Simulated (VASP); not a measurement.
# SnO2 (P4_2/mnm) in VASP: notebook, part 2 of 2

VASP 6.6.1. Earlier steps stand in the parts before.

### Step 4. Single point, r2SCAN

The input, POSCAR:

```
SnO2
1.0
    0.0000000000      4.8274600300      3.2379533400
    4.8274600300      0.0000000000      3.2379533400
    4.8274600300      4.8274600300      0.0000000000
Sn O
4 8
Direct
    0.2500000000      0.2500000000      0.2500000000
    0.7500000000      0.7500000000      0.7500000000
    0.0000000000      0.0000000000      0.0000000000
    0.5000000000      0.5000000000      0.5000000000
    0.0568734611      0.4431265389      0.7500000000
    0.5568734611      0.9431265389      0.2500000000
    0.4431265389      0.0568734611      0.7500000000
    0.9431265389      0.5568734611      0.2500000000
    0.0000000000      0.0000000000      0.3068734611
    0.5000000000      0.5000000000      0.8068734611
    0.0000000000      0.0000000000      0.6931265389
    0.5000000000      0.5000000000      0.1931265389
```

The input, INCAR.step1:

```
PREC     = Accurate       # precision mode
ENCUT    = 660            # plane-wave cutoff, eV
ISMEAR   = -1             # smearing method
SIGMA    = 0.01           # smearing width, eV
LREAL    = F              # projectors in reciprocal space
LASPH    = T              # aspherical terms in the spheres
NELM     = 120            # most SCF steps
NBANDS   = 64             # bands
GGA      = PE             # functional
ALGO     = Normal         # electronic algorithm
EDIFF    = 1E-5           # SCF threshold, eV
LWAVE    = T              # write WAVECAR
LCHARG   = F              # write CHGCAR
GGA_COMPAT= F
```

The input, INCAR.step2:

```
PREC     = Accurate       # precision mode
ENCUT    = 660            # plane-wave cutoff, eV
EDIFF    = 1E-6           # SCF threshold, eV
ISMEAR   = -1             # smearing method
SIGMA    = 0.01           # smearing width, eV
LREAL    = F              # projectors in reciprocal space
LASPH    = T              # aspherical terms in the spheres
NELM     = 120            # most SCF steps
ALGO     = Normal         # electronic algorithm
ISIF     = 2              # what is computed and relaxed
LWAVE    = F              # write WAVECAR
LCHARG   = F              # write CHGCAR
METAGGA  = R2SCAN         # meta-GGA
LMIXTAU  = T            
NBANDS   = 64             # bands
ISTART   = 1            
GGA_COMPAT= F
```

The input, KPOINTS:

```
regular mesh
0
Gamma
  2 2 2
```

Potentials or basis: VASP PAW PBE potentials, release 64 (Sn_d, O).

Launch:

```bash
$ cat potpaw_PBE.64/Sn_d/POTCAR potpaw_PBE.64/O/POTCAR > POTCAR
$ cp INCAR.step1 INCAR
$ mpirun -np 1 vasp_std > vasp.out
$ cp INCAR.step2 INCAR
$ mpirun -np 1 vasp_std > vasp.out
```

OUTCAR:

```text
PREC = Accurate
   ENCUT = 660
   EDIFF = 1E-6
   ISMEAR = -1
   LREAL = F
   LASPH = T
   NELM = 120
   ISIF = 2
   METAGGA = R2SCAN
   ISTART = 1

 ion  position               nearest neighbor table
   1  0.250  0.250  0.250-   9 2.09  10 2.09  11 2.09  12 2.09   6 2.10   8 2.10   2 3.24   2 3.24

   2  0.750  0.750  0.750-   9 2.09  10 2.09  11 2.09  12 2.09   5 2.10   7 2.10   1 3.24   1 3.24

   3  0.000  0.000  0.000-   5 2.09   6 2.09   7 2.09   8 2.09   9 2.10  11 2.10   4 3.24   4 3.24

   4  0.500  0.500  0.500-   5 2.09   6 2.09   7 2.09   8 2.09  10 2.10  12 2.10   3 3.24   3 3.24
[... 489 lines left out ...]

 VOLUME and BASIS-vectors are now :
 -----------------------------------------------------------------------------
  energy-cutoff  :      660.00
  volume of cell :      150.92
      direct lattice vectors                 reciprocal lattice vectors
     0.000000000  4.827460030  3.237953340    -0.103574136  0.103574136  0.154418532
     4.827460030  0.000000000  3.237953340     0.103574136 -0.103574136  0.154418532
     4.827460030  4.827460030  0.000000000     0.103574136  0.103574136 -0.154418532

 POSITION                                       TOTAL-FORCE (eV/Angst)
 -----------------------------------------------------------------------------------
      2.41373      2.41373      1.61898         0.000000      0.000000      0.000000
      7.24119      7.24119      4.85693         0.000000      0.000000      0.000000
      0.00000      0.00000      0.00000         0.000000      0.000000      0.000000
      4.82746      4.82746      3.23795         0.000000      0.000000      0.000000
      5.75977      3.89515      1.61898        -0.009490      0.009490      0.000000
      5.75977      3.89515      4.85693        -0.009490      0.009490      0.000000
      3.89515      5.75977      1.61898         0.009490     -0.009490      0.000000
      3.89515      5.75977      4.85693         0.009490     -0.009490      0.000000
      1.48142      1.48142      0.00000         0.009490      0.009490      0.000000
      6.30888      6.30888      3.23795         0.009490      0.009490      0.000000
      3.34604      3.34604      0.00000        -0.009490     -0.009490     -0.000000
      3.34604      3.34604      3.23795        -0.009490     -0.009490     -0.000000
 -----------------------------------------------------------------------------------
    total drift:                               -0.000000     -0.000000      0.000000

  FREE ENERGIE OF THE ION-ELECTRON SYSTEM (eV)
  ---------------------------------------------------
  free  energy   TOTEN  =      -169.0904114107 eV

  energy  without entropy=     -169.0904114107  energy(sigma->0) =     -169.09041141
```

It took 6.3 min on 1 thread of Intel Xeon 8259CL, shared host; peak memory 0.42 GiB.

What came out:

| Property | Result |
| --- | --- |
| Free energy | -169.0904 eV |
| Pressure | -7.1 GPa |
| Largest force | 0.013 eV/Å |
| Band gap on the k mesh | 1.35 eV |

Forces in eV/Å, atoms in the order of the input:
```
Sn   0.000  0.000  0.000
Sn   0.000  0.000  0.000
Sn   0.000  0.000  0.000
Sn   0.000  0.000  0.000
O   -0.009  0.009  0.000
O   -0.009  0.009  0.000
O    0.009 -0.009  0.000
O    0.009 -0.009  0.000
O    0.009  0.009  0.000
O    0.009  0.009  0.000
O   -0.009 -0.009  0.000
O   -0.009 -0.009  0.000
```

Stress tensor (GPa, compression positive):
```
-6.62  0.00  0.00
 0.00 -6.62  0.00
 0.00  0.00 -8.05
```

Caveat: the k points lie up to 0.67 Å⁻¹ apart; the PAW data sets were made with another functional, which shifts forces and pressure a little; spin-orbit coupling is left out, which moves the levels of the heavy elements.

### Step 5. Single point, PBE

The input, INCAR:

```
SYSTEM = SnO2
PREC = Accurate ; ENCUT = 600
EDIFF = 1E-6 ; ISMEAR = -1
SIGMA = 0.01 ; LREAL = .False.
LASPH = .True. ; NELM = 120
ALGO = Normal ; ISIF = 2
LWAVE = .False. ; LCHARG = .False.
GGA = PE ; ISYM = 0
NBANDS = 64 ; GGA_COMPAT = .False.
```

The input, KPOINTS:

```
Automatic mesh
0
Gamma
  4 4 4
  0.5 0.5 0.5
```

POSCAR is that of step 4.

Potentials or basis: VASP PAW PBE potentials, release 64 (Sn_d, O).

Launch:

```bash
$ cat potpaw_PBE.64/Sn_d/POTCAR potpaw_PBE.64/O/POTCAR > POTCAR
$ mpirun -np 1 vasp_std > vasp.out
```

OUTCAR:

```text
SYSTEM = SnO2
   PREC = Accurate
   ENCUT = 600
   EDIFF = 1E-6
   ISMEAR = -1
   LREAL = .False.
   LASPH = .True.
   NELM = 120
   ISIF = 2
   GGA = PE
   ISYM = 0

 ion  position               nearest neighbor table
   1  0.250  0.250  0.250-   9 2.09  10 2.09  11 2.09  12 2.09   6 2.10   8 2.10   2 3.24   2 3.24

   2  0.750  0.750  0.750-   9 2.09  10 2.09  11 2.09  12 2.09   5 2.10   7 2.10   1 3.24   1 3.24

   3  0.000  0.000  0.000-   5 2.09   6 2.09   7 2.09   8 2.09   9 2.10  11 2.10   4 3.24   4 3.24

   4  0.500  0.500  0.500-   5 2.09   6 2.09   7 2.09   8 2.09  10 2.10  12 2.10   3 3.24   3 3.24

   5  0.057  0.443  0.750-   3 2.09   4 2.09   2 2.10
   6  0.557  0.943  0.250-   3 2.09   4 2.09   1 2.10
   7  0.443  0.057  0.750-   3 2.09   4 2.09   2 2.10
   8  0.943  0.557  0.250-   3 2.09   4 2.09   1 2.10
   9  0.000  0.000  0.307-   1 2.09   2 2.09   3 2.10
  10  0.500  0.500  0.807-   1 2.09   2 2.09   4 2.10
  11  0.000  0.000  0.693-   1 2.09   2 2.09   3 2.10
  12  0.500  0.500  0.193-   1 2.09   2 2.09   4 2.10

IMPORTANT INFORMATION: All symmetrisations will be switched off!
NOSYMM: (Re-)initialisation of all symmetry stuff for point group C_1.

----------------------------------------------------------------------------------------

                                     Primitive cell

  volume of cell :     150.9169

  direct lattice vectors                    reciprocal lattice vectors
     0.000000000  4.827460030  3.237953340    -0.103574136  0.103574136  0.154418532
     4.827460030  0.000000000  3.237953340     0.103574136 -0.103574136  0.154418532
     4.827460030  4.827460030  0.000000000     0.103574136  0.103574136 -0.154418532

  length of vectors
     5.812805878  5.812805878  6.827059446     0.212838639  0.212838639  0.212838639

  position of ions in fractional coordinates (direct lattice)
     0.250000000  0.250000000  0.250000000
     0.750000000  0.750000000  0.750000000
     0.000000000  0.000000000  0.000000000
     0.500000000  0.500000000  0.500000000
     0.056873461  0.443126539  0.750000000
     0.556873461  0.943126539  0.250000000
     0.443126539  0.056873461  0.750000000
     0.943126539  0.556873461  0.250000000
     0.000000000  0.000000000  0.306873461
     0.500000000  0.500000000  0.806873461
     0.000000000  0.000000000  0.693126539
     0.500000000  0.500000000  0.193126539

  ion indices of the primitive-cell ions
   primitive index   ion index
                 1           1
                 2           2
                 3           3
                 4           4
                 5           5
                 6           6
                 7           7
                 8           8
                 9           9
                10          10
                11          11
                12          12

----------------------------------------------------------------------------------------

 KPOINTS: Automatic mesh

Automatic generation of k-mesh.
 Grid dimensions read from file:
 generate k-points for:    4    4    4

 Generating k-lattice:

  Cartesian coordinates                     Fractional coordinates (reciprocal lattice)
    -0.025893534  0.025893534  0.038604633     0.250000000  0.000000000  0.000000000
     0.025893534 -0.025893534  0.038604633     0.000000000  0.250000000  0.000000000
     0.025893534  0.025893534 -0.038604633     0.000000000  0.000000000  0.250000000

  Length of vectors
     0.053209660  0.053209660  0.053209660

  Shift w.r.t. Gamma in fractional coordinates (k-lattice)
     0.500000000  0.500000000  0.500000000

 Subroutine IBZKPT returns following result:
 ===========================================

 Found    128 irreducible k-points:

 Following reciprocal coordinates:
            Coordinates               Weight
  0.125000  0.125000  0.125000      2.000000
  0.125000  0.000000  0.000000      2.000000
  0.000000  0.000000 -0.125000      2.000000
  0.000000  0.125000  0.000000      2.000000
  0.375000  0.125000  0.125000      2.000000
  0.125000 -0.000000 -0.250000      2.000000
[... 16 lines left out ...]
 -0.000000 -0.250000 -0.125000      2.000000
 -0.250000 -0.125000 -0.250000      2.000000
 [... further k-points ...]
   k-points           NKPTS =    128   k-points in BZ     NKDIM =    128   number of bands    NBANDS=     64
   number of dos      NEDOS =    301   number of ions     NIONS =     12
   total plane-waves  NPLWV = 129024
   dimension x,y,z NGX =    48 NGY =   48 NGZ =   56
   dimension x,y,z NGXF=    96 NGYF=   96 NGZF=  112
   ions per type =               4   8
   NGX,Y,Z   is equivalent  to a cutoff of  13.73, 13.73, 13.64 a.u.
   NGXF,Y,Z  is equivalent  to a cutoff of  27.46, 27.46, 27.27 a.u.
 SYSTEM =  SnO2
   PREC   = accura    normal or accurate (medium, high low for compatibility)
   ISTART =      0    job   : 0-new  1-cont  2-samecut
   ICHARG =      2    charge: 1-file 2-atom 10-const
   ISPIN  =      1    spin polarized calculation?
   LNONCOLLINEAR =      F non collinear calculations
   LSORBIT =      F    spin-orbit coupling
   LASPH  =      T    aspherical Exc in radial PAW
   ENCUT  =  600.0 eV  44.10 Ry    6.64 a.u.  11.61 11.61 13.64*2*pi/ulx,y,z
   NELM   =    120;   NELMIN=  2; NELMDL= -5     # of ELM steps
   EDIFF  = 0.1E-05   stopping-criterion for ELM
   LREAL  =      F    real-space projection
   EDIFFG = 0.1E-04   stopping-criterion for IOM
   NSW    =      0    number of steps for IOM
   IBRION =     -1    ionic relax: 0-MD 1-quasi-New 2-CG
   NFREE  =      0    steps in history (QN), initial steepest desc. (CG)
   ISIF   =      2    stress and relaxation
   ISYM   =      0    0-nonsym 1-usesym 2-fastsym
   POTIM  = 0.5000    time-step for ionic-motion
   TEBEG  =    0.0;   TEEND  =   0.0 temperature during run
   PSTRESS=    0.0 pullay stress
   NELECT =     104.0000    total number of electrons
   NUPDOWN=      -1.0000    fix difference up-down
   EMIN   =  10.00;   EMAX   =-10.00  energy-range for DOS
   EFERMI =   0.00;   METHOD = LEGACY
   ISMEAR =    -1;   SIGMA  =   0.01  broadening in eV -4-tet -1-fermi 0-gaus
   EFERMI_NEDOS =   21; number of points for ismear=-14 and -15
   IALGO  =     38    algorithm
   IMIX   =      4    mixing-type and parameters
     AMIX     =   0.40;   BMIX     =  1.00
     AMIX_MAG =   1.60;   BMIX_MAG =  1.00
  volume/ion in A,a.u.               =      12.58        84.87
  Fermi-wavevector in a.u.,A,eV,Ry     =   1.446017  2.732575 28.449294  2.090964
  Thomas-Fermi vector in A             =   2.564133
   LORBIT       =      0    0 simple, 1 ext, 2 COOP (PROOUT), +10 PAW based schemes
   GGA     = PE    functional components
   LHFCALC =     F    Hartree Fock is set to
   AEXX    =    0.0000 exact exchange contribution
   IVDW    =     0    specifies the selected vdW correction
   LEPSILON=     F    determine dielectric tensor
   LRPA    =     F    only Hartree local field effects (RPA)
 non-spin polarized calculation
  energy-cutoff  :      600.00
  volume of cell :      150.92
 maximum number of plane-waves:      5060
 NGX is ok and might be reduce to    48
   NGX = 23   NGY = 23   NGZ = 27

 number of electron     104.0000015 magnetization

 Free energy of the ion-electron system (eV)
  ---------------------------------------------------
  ext. energy  EPLUGINS =         0.00000000
  ---------------------------------------------------
  free energy    TOTEN  =       -74.64047616 eV

  energy without entropy =      -74.64047616  energy(sigma->0) =      -74.64047616

 E-fermi :   5.7444     XC(G=0): -10.9755

 val. band max:        5.4665273526   @ k =   0.0000   0.0000  -0.1250
 cond. band min:       6.7261830970   @ k =   0.1250   0.1250   0.1250
 fundamental gap:      1.2596557444
 Fermi energy:         5.7444234191

 k-point     1 :       0.1250    0.1250    0.1250
  band No.  band energies     occupation
      1     -15.4767      2.00000
      2     -15.3103      2.00000
      3     -15.2795      2.00000
      4     -14.8861      2.00000
      5     -14.8424      2.00000
      6     -14.8354      2.00000
[... 1597 lines left out ...]
     63      15.9791      0.00000
     64      16.3804      0.00000

 [... further k-points ...]
[... 5 lines left out ...]
  --------------------------------------------------------------------------------------
  -------------------------------------------------------------------------------------
  Total        0.3703233      0.3703105      0.6960830     -0.0000394      0.0002949      0.0003004
  in kB        3.9314582      3.9313228      7.3898162     -0.0004180      0.0031310      0.0031896
  external PRESSURE =       5.0841990 kB  Pullay stress =       0.0000000 kB

 VOLUME and BASIS-vectors are now :
 -----------------------------------------------------------------------------
  energy-cutoff  :      600.00
  volume of cell :      150.92
      direct lattice vectors                 reciprocal lattice vectors
     0.000000000  4.827460030  3.237953340    -0.103574136  0.103574136  0.154418532
     4.827460030  0.000000000  3.237953340     0.103574136 -0.103574136  0.154418532
     4.827460030  4.827460030  0.000000000     0.103574136  0.103574136 -0.154418532

 POSITION                                       TOTAL-FORCE (eV/Angst)
 -----------------------------------------------------------------------------------
      2.41373      2.41373      1.61898        -0.000001     -0.000003      0.000004
      7.24119      7.24119      4.85693        -0.000002     -0.000008     -0.000002
      0.00000      0.00000      0.00000         0.000004      0.000009      0.000007
      4.82746      4.82746      3.23795         0.000003      0.000003     -0.000007
      5.75977      3.89515      1.61898         0.040727     -0.040732     -0.000004
      5.75977      3.89515      4.85693         0.040711     -0.040710      0.000007
      3.89515      5.75977      1.61898        -0.040724      0.040723     -0.000006
      3.89515      5.75977      4.85693        -0.040717      0.040716      0.000004
      1.48142      1.48142      0.00000        -0.040723     -0.040723      0.000028
      6.30888      6.30888      3.23795        -0.040718     -0.040718      0.000039
      3.34604      3.34604      0.00000         0.040721      0.040722     -0.000043
      3.34604      3.34604      3.23795         0.040719      0.040721     -0.000027
 -----------------------------------------------------------------------------------
    total drift:                               -0.000011     -0.000011     -0.000007

  FREE ENERGIE OF THE ION-ELECTRON SYSTEM (eV)
  ---------------------------------------------------
  free  energy   TOTEN  =       -74.6404761574 eV

  energy  without entropy=      -74.6404761574  energy(sigma->0) =      -74.64047616
```

Wall time 32 min (1 thread of Intel Xeon 8259CL, shared host); peak memory 1.1 GiB.

What came out:

```
Free energy            : -74.6405 eV
Pressure               : 0.5 GPa
Largest force          : 0.058 eV/Å
Band gap on the k mesh : 1.26 eV
```

Forces on the atoms (eV/Å):
```
Sn   0.000  0.000  0.000
Sn   0.000  0.000  0.000
Sn   0.000  0.000  0.000
Sn   0.000  0.000  0.000
O    0.041 -0.041  0.000
O    0.041 -0.041  0.000
O   -0.041  0.041  0.000
O   -0.041  0.041  0.000
O   -0.041 -0.041  0.000
O   -0.041 -0.041  0.000
O    0.041  0.041  0.000
O    0.041  0.041  0.000
```

Caveat: spin-orbit coupling is left out, which moves the levels of the heavy elements; a shifted mesh leaves out Γ, where band edges can lie. A k mesh can miss the band edges.

### Step 6. Summary

| level | k mesh | cutoff (eV) | gap on the mesh (eV) | pressure (GPa) | largest force (eV/Å) |
| --- | --- | --- | --- | --- | --- |
| PBE | 2 × 2 × 2 | 600 | 0.66 | 0.1 | - |
| r2SCAN | 2 × 2 × 2 | 660 | 1.35 | -7.1 | 0.01 |
| PBE | 4 × 4 × 4, shifted | 600 | 1.26 | 0.5 | 0.06 |

Alike in all rows: task single point; potentials or basis VASP PAW PBE potentials, release 64 (Sn_d, O); no spin polarisation; cell as given; smearing fermi-dirac 0.01 eV.

Caveats: some runs use coarse meshes; spin-orbit coupling is left out, which moves the levels of the heavy elements; semilocal functionals underestimate gaps, and a narrow one can read as zero (at least some runs); the PAW data sets were made with another functional, which shifts forces and pressure a little (at least some runs); a shifted mesh leaves out Γ, where band edges can lie (at least some runs).

Absolute energies hang on the potentials; compare differences alone.
